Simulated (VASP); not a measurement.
A run of VASP 6.6.1 is set up as follows.

The input POSCAR:

```
AlGa3N4
1.0
    4.3537108409      0.0000000000      0.0000000000
    0.0000000000      4.3537108409      0.0000000000
    0.0000000000      0.0000000000      4.3537108409
Al Ga N
1 3 4
Direct
    0.0000000000      0.0000000000      0.0000000000
    0.5000000000      0.5000000000      0.0000000000
    0.5000000000      0.0000000000      0.5000000000
    0.0000000000      0.5000000000      0.5000000000
    0.7553510553      0.7553510553      0.2446489447
    0.7553510553      0.2446489447      0.7553510553
    0.2446489447      0.7553510553      0.7553510553
    0.2446489447      0.2446489447      0.2446489447
```

File INCAR.step1:

```
SYSTEM = AlGa3N4
PREC     = Accurate       ! precision mode
ENCUT    = 520            ! plane-wave cutoff, eV
ISMEAR   = 0              ! smearing method
SIGMA    = 0.05           ! smearing width, eV
LREAL    = .False.        ! projectors in reciprocal space
LASPH    = .True.         ! aspherical terms in the spheres
NELM     = 80             ! most SCF steps
NBANDS   = 41             ! bands
GGA      = PE             ! functional
ALGO     = Normal         ! electronic algorithm
EDIFF    = 1E-4           ! SCF threshold, eV
LWAVE    = .True.         ! write WAVECAR
LCHARG   = .False.        ! write CHGCAR
```

File INCAR.step2:

```
SYSTEM = AlGa3N4
PREC     = Accurate       ! precision mode
ENCUT    = 520            ! plane-wave cutoff, eV
EDIFF    = 1E-6           ! SCF threshold, eV
ISMEAR   = 0              ! smearing method
SIGMA    = 0.05           ! smearing width, eV
LREAL    = .False.        ! projectors in reciprocal space
LASPH    = .True.         ! aspherical terms in the spheres
NELM     = 80             ! most SCF steps
ALGO     = Normal         ! electronic algorithm
ISIF     = 2              ! what is computed and relaxed
LWAVE    = .False.        ! write WAVECAR
LCHARG   = .False.        ! write CHGCAR
METAGGA  = R2SCAN         ! meta-GGA
LMIXTAU  = .True.       
NBANDS   = 41             ! bands
ISTART   = 1
```

KPOINTS

```
regular mesh
0
Gamma
  6 6 6
  0 0 0
```

Potentials or basis: VASP PAW PBE potentials, release 64 (Al, Ga_d, N).

Command:

```console
$ cat potpaw_PBE.64/Al/POTCAR potpaw_PBE.64/Ga_d/POTCAR potpaw_PBE.64/N/POTCAR > POTCAR
$ cp INCAR.step1 INCAR
$ mpirun -np 1 vasp_std > vasp.out
$ cp INCAR.step2 INCAR
$ mpirun -np 1 vasp_std > vasp.out
```

(1) What does it give for the largest force?

(2) Estimate the band gap on the k mesh.

(3) What does it give for the pressure?

Results:

(1) 0.112 eV/Å.

(2) 3.37 eV, direct.

(3) 18.8 GPa.

Caveat: the cell differs from its parent crystal (strain -0.025 along x and y, -0.025 along z); the PAW data sets were made with another functional, which shifts forces and pressure a little.
